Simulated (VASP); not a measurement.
# BiRu (F-43m) in VASP: settings compared, part 2 of 2

VASP 6.6.1. The steps go on from the part before.

### Step 3. Single point, r2SCAN (26.52 Å³/atom)

This run uses another cell than the first one, of 26.52 Å³/atom.

The input, POSCAR:

```
BiRu
1.0
    0.0000000000      2.9822318252      2.9822318252
    2.9822318252      0.0000000000      2.9822318252
    2.9822318252      2.9822318252      0.0000000000
Ru Bi
1 1
Direct
    0.0000000000      0.0000000000      0.0000000000
    0.2500000000      0.2500000000      0.2500000000
```

The input, INCAR.step1:

```
SYSTEM = BiRu
PREC     = Accurate       ! precision mode
ENCUT    = 520            ! plane-wave cutoff, eV
ISMEAR   = 0              ! smearing method
SIGMA    = 0.05           ! smearing width, eV
LREAL    = .False.        ! projectors in reciprocal space
LASPH    = .True.         ! aspherical terms in the spheres
NELM     = 100            ! most SCF steps
NBANDS   = 22             ! bands
GGA      = PE             ! functional
ALGO     = Normal         ! electronic algorithm
EDIFF    = 1E-4           ! SCF threshold, eV
LWAVE    = .True.         ! write WAVECAR
LCHARG   = .False.        ! write CHGCAR
```

The input, INCAR.step2:

```
SYSTEM = BiRu
PREC     = Accurate       ! precision mode
ENCUT    = 520            ! plane-wave cutoff, eV
EDIFF    = 1E-7           ! SCF threshold, eV
ISMEAR   = 0              ! smearing method
SIGMA    = 0.05           ! smearing width, eV
LREAL    = .False.        ! projectors in reciprocal space
LASPH    = .True.         ! aspherical terms in the spheres
NELM     = 100            ! most SCF steps
ALGO     = Normal         ! electronic algorithm
ISIF     = 2              ! what is computed and relaxed
LWAVE    = .False.        ! write WAVECAR
LCHARG   = .True.         ! write CHGCAR
METAGGA  = R2SCAN         ! meta-GGA
LMIXTAU  = .True.       
LELF     = .True.         ! ELF
LVHAR    = .True.       
NBANDS   = 22             ! bands
ISTART   = 1
```

The input, KPOINTS:

```
regular mesh
0
Gamma
  10 10 10
  0 0 0
```

Potentials or basis: VASP PAW PBE potentials, release 64 (Ru_pv, Bi_d).

Started as:

```console
$ cat potpaw_PBE.64/Ru_pv/POTCAR potpaw_PBE.64/Bi_d/POTCAR > POTCAR
$ cp INCAR.step1 INCAR
$ mpirun -np 1 vasp_std > vasp.out
$ cp INCAR.step2 INCAR
$ mpirun -np 1 vasp_std > vasp.out
```

OUTCAR:

```text
SYSTEM = BiRu
   PREC = Accurate
   ENCUT = 520
   EDIFF = 1E-7
   ISMEAR = 0
   LREAL = .False.
   LASPH = .True.
   NELM = 100
   ISIF = 2
   METAGGA = R2SCAN
   ISTART = 1

 ion  position               nearest neighbor table
   1  0.000  0.000  0.000-   2 2.58   2 2.58   2 2.58   2 2.58
   2  0.250  0.250  0.250-   1 2.58   1 2.58   1 2.58   1 2.58

  LATTYP: Found a face centered cubic cell.
 ALAT       =     5.9644636504

  Lattice vectors:

 A1 = (   0.0000000000,   2.9822318252,   2.9822318252)
 A2 = (   2.9822318252,   0.0000000000,   2.9822318252)
 A3 = (   2.9822318252,   2.9822318252,   0.0000000000)

Analysis of symmetry for initial positions (statically):
=====================================================================
 Subroutine PRICEL returns:
 Original cell was already a primitive cell.

 Routine SETGRP: Setting up the symmetry group for a
 face centered cubic supercell.

 Subroutine GETGRP returns: Found 24 space group operations
 (whereof 24 operations were pure point group operations)
 out of a pool of 48 trial point group operations.

The static configuration has the point symmetry T_d .

Analysis of symmetry for dynamics (positions and initial velocities):
=====================================================================
 Subroutine PRICEL returns:
 Original cell was already a primitive cell.

 Routine SETGRP: Setting up the symmetry group for a
 face centered cubic supercell.

 Subroutine GETGRP returns: Found 24 space group operations
 (whereof 24 operations were pure point group operations)
 out of a pool of 48 trial point group operations.

The dynamic configuration has the point symmetry T_d .

 Subroutine INISYM returns: Found 24 space group operations
[... 108 lines left out ...]
   NELECT =      29.0000    total number of electrons
   NUPDOWN=      -1.0000    fix difference up-down
   EMIN   =  10.00;   EMAX   =-10.00  energy-range for DOS
   EFERMI =   0.00;   METHOD = LEGACY
   ISMEAR =     0;   SIGMA  =   0.05  broadening in eV -4-tet -1-fermi 0-gaus
   EFERMI_NEDOS =   21; number of points for ismear=-14 and -15
   IALGO  =     38    algorithm
   IMIX   =      4    mixing-type and parameters
     AMIX     =   0.40;   BMIX     =  1.00
     AMIX_MAG =   1.60;   BMIX_MAG =  1.00
  volume/ion in A,a.u.               =      26.52       178.99
  Fermi-wavevector in a.u.,A,eV,Ry     =   1.338616  2.529618 24.380191  1.791894
  Thomas-Fermi vector in A             =   2.467073
   LORBIT       =      0    0 simple, 1 ext, 2 COOP (PROOUT), +10 PAW based schemes
   METAGGA = R2SCAN    functional components
   LHFCALC =     F    Hartree Fock is set to
   AEXX    =    0.0000 exact exchange contribution
   IVDW    =     0    specifies the selected vdW correction
   LEPSILON=     F    determine dielectric tensor
   LRPA    =     F    only Hartree local field effects (RPA)
 non-spin polarized calculation
 Gauss-broadening in eV      SIGMA  =   0.05
  energy-cutoff  :      520.00
  volume of cell :       53.05
 maximum number of plane-waves:      1458
   NGX = 15   NGY = 15   NGZ = 15

 number of electron      29.0000007 magnetization

 Free energy of the ion-electron system (eV)
  ---------------------------------------------------
  ext. energy  EPLUGINS =         0.00000000
  ---------------------------------------------------
  free energy    TOTEN  =       -82.09822732 eV

  energy without entropy =      -82.09732671  energy(sigma->0) =      -82.09777702

 E-fermi :   6.4709     XC(G=0): -11.0213

 val. band max:        6.4394909295   @ k =  -0.3000   0.4000   0.1000
 cond. band min:       6.5738840625   @ k =   0.5000   0.3000   0.1000
 fundamental gap:      0.1343931330
 Fermi energy:         6.4709082956

 k-point     1 :       0.0000    0.0000    0.0000
  band No.  band energies     occupation
      1     -36.5739      2.00000
      2     -36.5739      2.00000
      3     -36.5739      2.00000
      4     -16.5235      2.00000
      5     -16.5235      2.00000
      6     -16.5235      2.00000
[... 589 lines left out ...]
     21      17.7304      0.00000
     22      18.4901      0.00000

 [... further k-points ...]

------------------------ aborting loop because EDIFF is reached ----------------------------------------

  FORCE on cell =-STRESS in cart. coord.  units (eV):
  Direction    XX          YY          ZZ          XY          YZ          ZX
  --------------------------------------------------------------------------------------
  -------------------------------------------------------------------------------------
  Total        1.4028790      1.4028790      1.4028790      0.0000000      0.0000000      0.0000000
  in kB       42.3717691     42.3717691     42.3717691      0.0000000      0.0000000      0.0000000
  external PRESSURE =      42.3717691 kB  Pullay stress =       0.0000000 kB

 VOLUME and BASIS-vectors are now :
 -----------------------------------------------------------------------------
  energy-cutoff  :      520.00
  volume of cell :       53.05
      direct lattice vectors                 reciprocal lattice vectors
     0.000000000  2.982231825  2.982231825    -0.167659669  0.167659669  0.167659669
     2.982231825  0.000000000  2.982231825     0.167659669 -0.167659669  0.167659669
     2.982231825  2.982231825  0.000000000     0.167659669  0.167659669 -0.167659669

 POSITION                                       TOTAL-FORCE (eV/Angst)
 -----------------------------------------------------------------------------------
      0.00000      0.00000      0.00000        -0.000000     -0.000000     -0.000000
      1.49112      1.49112      1.49112         0.000000      0.000000      0.000000
 -----------------------------------------------------------------------------------
    total drift:                                0.000000      0.000000      0.000000

  FREE ENERGIE OF THE ION-ELECTRON SYSTEM (eV)
  ---------------------------------------------------
  free  energy   TOTEN  =       -82.0982273184 eV

  energy  without entropy=      -82.0973267150  energy(sigma->0) =      -82.09777702
```

OUTCAR.step1:

```text
SYSTEM = BiRu
   PREC = Accurate
   ENCUT = 520
   ISMEAR = 0
   LREAL = .False.
   LASPH = .True.
[... 821 lines left out ...]
      0.00000      0.00000      0.00000         0.000000      0.000000      0.000000
      1.49112      1.49112      1.49112        -0.000000     -0.000000     -0.000000
 -----------------------------------------------------------------------------------
    total drift:                                0.000000      0.000000      0.000000

  FREE ENERGIE OF THE ION-ELECTRON SYSTEM (eV)
  ---------------------------------------------------
  free  energy   TOTEN  =       -11.2130540417 eV

  energy  without entropy=      -11.2119801238  energy(sigma->0) =      -11.21251708
```

It took 3.7 min on 1 thread of Intel Xeon 8259CL, shared host; peak memory 0.22 GiB.

Results:

```
Free energy            : -82.0982 eV
Pressure               : 4.2 GPa
Band gap on the k mesh : zero (an odd number of electrons rules out a gap without spin polarisation)
```

Levels at points of the mesh, in eV from the Fermi level:
| k point | band 11 | band 12 | band 13 | band 14 | band 15 | band 16 | band 17 | band 18 |
| --- | --- | --- | --- | --- | --- | --- | --- | --- |
| (0.00, 0.00, 0.00) | -3.02 | -3.02 | -0.97 | -0.97 | 4.02 | 5.79 | 5.79 | 5.79 |
| (0.50, 0.00, 0.00) | -2.73 | -2.73 | -0.86 | -0.86 | -0.46 | 3.37 | 3.37 | 5.38 |
| (0.50, 0.50, 0.00) | -1.82 | -1.82 | -1.10 | -0.87 | -0.07 | 0.60 | 0.60 | 5.68 |

Caveat: the cell stands under pressure; the PAW data sets were made with another functional, which shifts forces and pressure a little; spin-orbit coupling is left out, which moves the levels of the heavy elements.

The gap in the log of VASP goes by the Fermi energy; the results here count the filled bands.